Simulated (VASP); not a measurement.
Here is a VASP 6.6.1 calculation.

Contents of INCAR:

```
SYSTEM = Se
PREC     = Accurate       ! precision mode
ENCUT    = 520            ! plane-wave cutoff, eV
EDIFF    = 1E-6           ! SCF threshold, eV
ISMEAR   = 0              ! smearing method
SIGMA    = 0.1            ! smearing width, eV
LREAL    = .False.        ! projectors in reciprocal space
LASPH    = .True.         ! aspherical terms in the spheres
NELM     = 100            ! most SCF steps
ALGO     = Fast           ! electronic algorithm
ISIF     = 2              ! what is computed and relaxed
LWAVE    = .False.        ! write WAVECAR
LCHARG   = .True.         ! write CHGCAR
LDIPOL   = .True.       
IDIPOL   = 3            
DIPOL    = 0.5 0.5 0.248
GGA      = PE             ! functional
LELF     = .True.         ! ELF
LVHAR    = .True.       
LVACPOTAV= .True.       
NBANDS   = 16             ! bands
```

File KPOINTS:

```
Automatic mesh
0
Gamma
  18 18 1
  0 0 0
```

The input POSCAR:

```
Se
1.0
    3.0397553574      0.0000001929      0.0000000000
   -1.5198778458      2.6325052643      0.0000000000
    0.0000000000      0.0000000000     34.2856965367
Se
3
Direct
    1.0000000000      0.0000000000      0.1721000909
    0.0000000000      1.0000000000      0.3237334991
    1.0000000000      0.0000000000      0.2479167950
```

Potentials or basis: VASP PAW PBE potentials, release 64 (Se).

Run with:

```bash
$ cat potpaw_PBE.64/Se/POTCAR > POTCAR
$ mpirun -np 1 vasp_std > vasp.out
```

Problem. Predict the largest force.

Solution. 0.003 eV/Å.

Problem. Predict the band gap on the k mesh.

Solution. Zero (bands 9 and 10 overlap by 5.54 eV).

Forces in eV/Å, atoms in the order of the input:
```
Se   0.000  0.000  0.003
Se   0.000  0.000 -0.003
Se   0.000  0.000  0.000
```
